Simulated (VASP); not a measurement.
# Na (Fd-3m) in VASP: notebook

Na is run at these levels: LDA; tasks: single point.

Everything below comes from runs of VASP 6.6.1. Logs are shortened: lines on timing, memory, paths and dates and some standing lists are left out, and cuts for length are marked.

## 1. The cell of the first run

The structure is cubic, space group Fd-3m (No. 227). The conventional cell has a = 7.278 Å, b = 7.278 Å, c = 7.278 Å, α = 90.00°, β = 90.00°, γ = 90.00°. Within 4.1 Å of Na (site symmetry -43m) lie 4 Na at 3.15 Å.

This isn't the form of Na at room conditions, which is bcc.

## 2. Single point, LDA

Input file INCAR:

```
PREC = Accurate
ENCUT = 520
EDIFF = 1E-7
ISMEAR = -1
SIGMA = 0.08
LREAL = False
LASPH = True
NELM = 100
ALGO = Normal
ISIF = 2
LWAVE = False
LCHARG = True
LELF = True
LVHAR = True
NBANDS = 14
```

Input file KPOINTS:

```
regular mesh
0
Gamma
  10 10 10
```

Input file POSCAR:

```
Na
1.0
    0.0000000000      3.6389589135      3.6389589135
    3.6389589135      0.0000000000      3.6389589135
    3.6389589135      3.6389589135      0.0000000000
Na
2
Direct
   -0.1250000000     -0.1250000000     -0.1250000000
    0.1250000000      0.1250000000      0.1250000000
```

Potentials or basis: VASP PAW LDA potentials, release 64 (Na_pv).

Command:

```console
> cat potpaw_LDA.64/Na_pv/POTCAR > POTCAR
> mpirun -np 1 vasp_std > vasp.out
```

OUTCAR:

```text
PREC = Accurate
   ENCUT = 520
   EDIFF = 1E-7
   ISMEAR = -1
   LREAL = False
   LASPH = True
   NELM = 100
   ISIF = 2

 ion  position               nearest neighbor table
   1  0.875  0.875  0.875-
   2  0.125  0.125  0.125-

  LATTYP: Found a face centered cubic cell.
 ALAT       =     7.2779178270

  Lattice vectors:

 A1 = (   0.0000000000,   3.6389589135,   3.6389589135)
 A2 = (   3.6389589135,   0.0000000000,   3.6389589135)
 A3 = (   3.6389589135,   3.6389589135,   0.0000000000)

Analysis of symmetry for initial positions (statically):
=====================================================================
 Subroutine PRICEL returns:
 Original cell was already a primitive cell.

 Routine SETGRP: Setting up the symmetry group for a
 face centered cubic supercell.

 Subroutine GETGRP returns: Found 48 space group operations
 (whereof 12 operations were pure point group operations)
 out of a pool of 48 trial point group operations.

The static configuration has the point symmetry D_3d.
 The point group associated with its full space group is O_h .

Analysis of symmetry for dynamics (positions and initial velocities):
=====================================================================
 Subroutine PRICEL returns:
 Original cell was already a primitive cell.

 Routine SETGRP: Setting up the symmetry group for a
 face centered cubic supercell.

 Subroutine GETGRP returns: Found 48 space group operations
 (whereof 12 operations were pure point group operations)
 out of a pool of 48 trial point group operations.

The dynamic configuration has the point symmetry D_3d.
 The point group associated with its full space group is O_h .

 Subroutine INISYM returns: Found 48 space group operations
 (whereof 12 operations are pure point group operations),
 and found     1 'primitive' translations

----------------------------------------------------------------------------------------

                                     Primitive cell

  volume of cell :      96.3743

  direct lattice vectors                    reciprocal lattice vectors
     0.000000000  3.638958913  3.638958913    -0.137401936  0.137401936  0.137401936
     3.638958913  0.000000000  3.638958913     0.137401936 -0.137401936  0.137401936
     3.638958913  3.638958913  0.000000000     0.137401936  0.137401936 -0.137401936

  length of vectors
     5.146265048  5.146265048  5.146265048     0.237987134  0.237987134  0.237987134

  position of ions in fractional coordinates (direct lattice)
     0.875000000  0.875000000  0.875000000
     0.125000000  0.125000000  0.125000000

  ion indices of the primitive-cell ions
   primitive index   ion index
                 1           1
                 2           2

----------------------------------------------------------------------------------------

 KPOINTS: regular mesh

Automatic generation of k-mesh.
 Grid dimensions read from file:
 generate k-points for:   10   10   10

 Generating k-lattice:

  Cartesian coordinates                     Fractional coordinates (reciprocal lattice)
    -0.013740194  0.013740194  0.013740194     0.100000000  0.000000000  0.000000000
     0.013740194 -0.013740194  0.013740194     0.000000000  0.100000000  0.000000000
     0.013740194  0.013740194 -0.013740194     0.000000000  0.000000000  0.100000000

  Length of vectors
     0.023798713  0.023798713  0.023798713

  Shift w.r.t. Gamma in fractional coordinates (k-lattice)
     0.000000000  0.000000000  0.000000000

 Subroutine IBZKPT returns following result:
 ===========================================

 Found     47 irreducible k-points:

 Following reciprocal coordinates:
            Coordinates               Weight
  0.000000  0.000000  0.000000      1.000000
  0.100000  0.000000  0.000000      8.000000
  0.200000  0.000000  0.000000      8.000000
  0.300000  0.000000  0.000000      8.000000
  0.400000  0.000000  0.000000      8.000000
  0.500000  0.000000  0.000000      4.000000
[... 16 lines left out ...]
  0.300000  0.300000  0.000000      6.000000
  0.400000  0.300000  0.000000     24.000000
 [... further k-points ...]
   k-points           NKPTS =     47   k-points in BZ     NKDIM =     47   number of bands    NBANDS=     14
   number of dos      NEDOS =    301   number of ions     NIONS =      2
   total plane-waves  NPLWV =  64000
   dimension x,y,z NGX =    40 NGY =   40 NGZ =   40
   dimension x,y,z NGXF=    80 NGYF=   80 NGZF=   80
   ions per type =               2
   NGX,Y,Z   is equivalent  to a cutoff of  12.92, 12.92, 12.92 a.u.
   NGXF,Y,Z  is equivalent  to a cutoff of  25.84, 25.84, 25.84 a.u.
 SYSTEM =  unknown system
   PREC   = accura    normal or accurate (medium, high low for compatibility)
   ISTART =      0    job   : 0-new  1-cont  2-samecut
   ICHARG =      2    charge: 1-file 2-atom 10-const
   ISPIN  =      1    spin polarized calculation?
   LNONCOLLINEAR =      F non collinear calculations
   LSORBIT =      F    spin-orbit coupling
   LASPH  =      T    aspherical Exc in radial PAW
   ENCUT  =  520.0 eV  38.22 Ry    6.18 a.u.   9.57  9.57  9.57*2*pi/ulx,y,z
   NELM   =    100;   NELMIN=  2; NELMDL= -5     # of ELM steps
   EDIFF  = 0.1E-06   stopping-criterion for ELM
   LREAL  =      F    real-space projection
   EDIFFG = 0.1E-05   stopping-criterion for IOM
   NSW    =      0    number of steps for IOM
   IBRION =     -1    ionic relax: 0-MD 1-quasi-New 2-CG
   NFREE  =      0    steps in history (QN), initial steepest desc. (CG)
   ISIF   =      2    stress and relaxation
   ISYM   =      2    0-nonsym 1-usesym 2-fastsym
   POTIM  = 0.5000    time-step for ionic-motion
   TEBEG  =    0.0;   TEEND  =   0.0 temperature during run
   PSTRESS=    0.0 pullay stress
   NELECT =      14.0000    total number of electrons
   NUPDOWN=      -1.0000    fix difference up-down
   EMIN   =  10.00;   EMAX   =-10.00  energy-range for DOS
   EFERMI =   0.00;   METHOD = LEGACY
   ISMEAR =    -1;   SIGMA  =   0.08  broadening in eV -4-tet -1-fermi 0-gaus
   EFERMI_NEDOS =   21; number of points for ismear=-14 and -15
   IALGO  =     38    algorithm
   IMIX   =      4    mixing-type and parameters
     AMIX     =   0.40;   BMIX     =  1.00
     AMIX_MAG =   1.60;   BMIX_MAG =  1.00
  volume/ion in A,a.u.               =      48.19       325.18
  Fermi-wavevector in a.u.,A,eV,Ry     =   0.860591  1.626282 10.076715  0.740618
  Thomas-Fermi vector in A             =   1.978119
   LORBIT       =      0    0 simple, 1 ext, 2 COOP (PROOUT), +10 PAW based schemes
   GGA     = CA    functional components
   LHFCALC =     F    Hartree Fock is set to
   AEXX    =    0.0000 exact exchange contribution
   IVDW    =     0    specifies the selected vdW correction
   LEPSILON=     F    determine dielectric tensor
   LRPA    =     F    only Hartree local field effects (RPA)
 non-spin polarized calculation
  energy-cutoff  :      520.00
  volume of cell :       96.37
 maximum number of plane-waves:      2637
 NGX is ok and might be reduce to    40
   NGX = 19   NGY = 19   NGZ = 19

 number of electron      13.9999984 magnetization

 Free energy of the ion-electron system (eV)
  ---------------------------------------------------
  ext. energy  EPLUGINS =         0.00000000
  ---------------------------------------------------
  free energy    TOTEN  =        -2.21258923 eV

  energy without entropy =       -2.19138374  energy(sigma->0) =       -2.20198648

 E-fermi :  -0.5030     XC(G=0):  -5.9533

 val. band max:       -0.5547074459   @ k =  -0.3000   0.4000   0.1000
 cond. band min:      -0.4740453365   @ k =  -0.3000   0.4000   0.2000
 fundamental gap:      0.0806621094
 Fermi energy:        -0.5030337671

 k-point     1 :       0.0000    0.0000    0.0000
  band No.  band energies     occupation
      1     -25.9153      2.00000
      2     -25.9153      2.00000
      3     -25.9153      2.00000
      4     -25.8652      2.00000
      5     -25.8652      2.00000
      6     -25.8652      2.00000
      7      -3.2659      2.00000
      8       4.4065      0.00000
      9       4.4065      0.00000
     10       4.4065      0.00000
     11       4.7416      0.00000
     12       4.7416      0.00000
     13       4.7416      0.00000
     14       6.6775      0.00000

 k-point     2 :       0.1000    0.0000    0.0000
  band No.  band energies     occupation
      1     -25.9159      2.00000
      2     -25.9159      2.00000
      3     -25.9152      2.00000
      4     -25.8655      2.00000
      5     -25.8647      2.00000
      6     -25.8647      2.00000
      7      -3.1794      2.00000
      8       3.3639      0.00000
      9       4.1148      0.00000
     10       4.1148      0.00000
     11       5.0937      0.00000
     12       5.1395      0.00000
     13       5.1395      0.00000
     14       6.4825      0.00000

 k-point     3 :       0.2000    0.0000    0.0000
  band No.  band energies     occupation
      1     -25.9173      2.00000
      2     -25.9173      2.00000
      3     -25.9149      2.00000
      4     -25.8661      2.00000
      5     -25.8633      2.00000
      6     -25.8633      2.00000
      7      -2.9212      2.00000
      8       2.0851      0.00000
      9       3.8343      0.00000
     10       3.8343      0.00000
     11       5.0205      0.00000
     12       5.3776      0.00000
     13       5.3776      0.00000
     14       6.2559      0.00000

 k-point     4 :       0.3000    0.0000    0.0000
  band No.  band energies     occupation
      1     -25.9190      2.00000
      2     -25.9190      2.00000
      3     -25.9146      2.00000
      4     -25.8669      2.00000
      5     -25.8617      2.00000
      6     -25.8617      2.00000
      7      -2.4953      2.00000
      8       0.8943      0.00000
      9       3.6800      0.00000
     10       3.6800      0.00000
     11       4.9289      0.00000
     12       4.9400      0.00000
     13       4.9400      0.00000
     14       6.2161      0.00000

 k-point     5 :       0.4000    0.0000    0.0000
  band No.  band energies     occupation
      1     -25.9203      2.00000
      2     -25.9203      2.00000
      3     -25.9144      2.00000
      4     -25.8675      2.00000
      5     -25.8605      2.00000
      6     -25.8605      2.00000
      7      -1.9147      2.00000
      8      -0.1530      0.02486
      9       3.6356      0.00000
     10       3.6356      0.00000
     11       4.5545      0.00000
[... 276 lines left out ...]
 k-point    22 :      -0.2000    0.2000    0.0000
  band No.  band energies     occupation
      1     -25.9228      2.00000
      2     -25.9191      2.00000
      3     -25.9106      2.00000
      4     -25.8708      2.00000
      5     -25.8616      2.00000
      6     -25.8583      2.00000
      7      -2.3527      2.00000
      8       1.5181      0.00000
      9       1.5935      0.00000
     10       3.7870      0.00000
     11       4.6610      0.00000
     12       5.5767      0.00000
     13       5.6257      0.00000
     14       6.1304      0.00000

 k-point    23 :       0.3000    0.3000    0.0000
  band No.  band energies     occupation
      1     -25.9229      2.00000
      2     -25.9229      2.00000
      3     -25.9055      2.00000
      4     -25.8761      2.00000
      5     -25.8580      2.00000
      6     -25.8580      2.00000
      7      -2.2363      2.00000
      8       2.0420      0.00000
      9       2.4685      0.00000
     10       2.4685      0.00000
     11       3.1574      0.00000
     12       3.2883      0.00000
     13       7.9016      0.00000
     14       7.9041      0.00000

 k-point    24 :       0.4000    0.3000    0.0000
  band No.  band energies     occupation
      1     -25.9245      2.00000
      2     -25.9241      2.00000
      3     -25.9024      2.00000
      4     -25.8793      2.00000
      5     -25.8569      2.00000
      6     -25.8565      2.00000
      7      -1.8140      2.00000
      8       1.3151      0.00000
      9       1.6966      0.00000
     10       2.3421      0.00000
     11       3.0589      0.00000
     12       3.8087      0.00000
     13       7.5075      0.00000
     14       8.0777      0.00000

 [... further k-points ...]

------------------------ aborting loop because EDIFF is reached ----------------------------------------

  FORCE on cell =-STRESS in cart. coord.  units (eV):
  Direction    XX          YY          ZZ          XY          YZ          ZX
  --------------------------------------------------------------------------------------
  -------------------------------------------------------------------------------------
  Total        0.0091945      0.0091945      0.0091945      0.0000000      0.0000000     -0.0000000
  in kB        0.1528542      0.1528542      0.1528542      0.0000000      0.0000000     -0.0000000
  external PRESSURE =       0.1528542 kB  Pullay stress =       0.0000000 kB

 VOLUME and BASIS-vectors are now :
 -----------------------------------------------------------------------------
  energy-cutoff  :      520.00
  volume of cell :       96.37
      direct lattice vectors                 reciprocal lattice vectors
     0.000000000  3.638958913  3.638958913    -0.137401936  0.137401936  0.137401936
     3.638958913  0.000000000  3.638958913     0.137401936 -0.137401936  0.137401936
     3.638958913  3.638958913  0.000000000     0.137401936  0.137401936 -0.137401936

 POSITION                                       TOTAL-FORCE (eV/Angst)
 -----------------------------------------------------------------------------------
      6.36818      6.36818      6.36818         0.000000     -0.000000      0.000000
      0.90974      0.90974      0.90974        -0.000000      0.000000     -0.000000
 -----------------------------------------------------------------------------------
    total drift:                                0.000000      0.000000     -0.000000

  FREE ENERGIE OF THE ION-ELECTRON SYSTEM (eV)
  ---------------------------------------------------
  free  energy   TOTEN  =        -2.2125892291 eV

  energy  without entropy=       -2.1913837371  energy(sigma->0) =       -2.20198648
```

It took 74 s on 1 thread of Oxide Virtual Turin-like, shared host; peak memory 0.17 GiB.

Results:

```
Free energy            : -2.2126 eV
Pressure               : 0.0 GPa
Band gap on the k mesh : zero (bands 7 and 8 overlap by 0.75 eV)
```

## 3. Single point, LDA (48.19 Å³/atom)

Input file INCAR:

```
SYSTEM = Na
PREC = Accurate ; ENCUT = 520
EDIFF = 1E-6 ; ISMEAR = -1
SIGMA = 0.08 ; LREAL = .False.
LASPH = .True. ; NELM = 60
ALGO = Normal ; ISIF = 2
LWAVE = .False. ; LCHARG = .False.
GGA = CA ; NBANDS = 14
```

Input file KPOINTS:

```
Automatic mesh
0
Gamma
  10 10 10
  0 0 0
```

POSCAR is that of step 2.

Potentials or basis: VASP PAW LDA potentials, release 64 (Na_pv).

Command:

```console
> cat potpaw_LDA.64/Na_pv/POTCAR > POTCAR
> mpirun -np 1 vasp_std > vasp.out
```

Run time: 69 s. Hardware: 1 thread of Oxide Virtual Turin-like, shared host; peak memory 0.17 GiB.

It converged, with:

* Free energy: -2.2126 eV
* Pressure: 0.0 GPa
* Band gap on the k mesh: zero (bands 7 and 8 overlap by 0.75 eV)

Levels at points of the mesh, in eV from the Fermi level:
```csv
k point,band 4,band 5,band 6,band 7,band 8,band 9,band 10,band 11
"(0.00, 0.00, 0.00)",-25.36,-25.36,-25.36,-2.76,4.91,4.91,4.91,5.24
"(0.50, 0.00, 0.00)",-25.36,-25.36,-25.36,-0.87,-0.35,4.14,4.14,4.91
"(0.50, 0.50, 0.00)",-25.39,-25.35,-25.35,0.05,0.05,2.57,2.57,3.24
```

The gap in the log of VASP goes by the Fermi energy; the results here count the filled bands.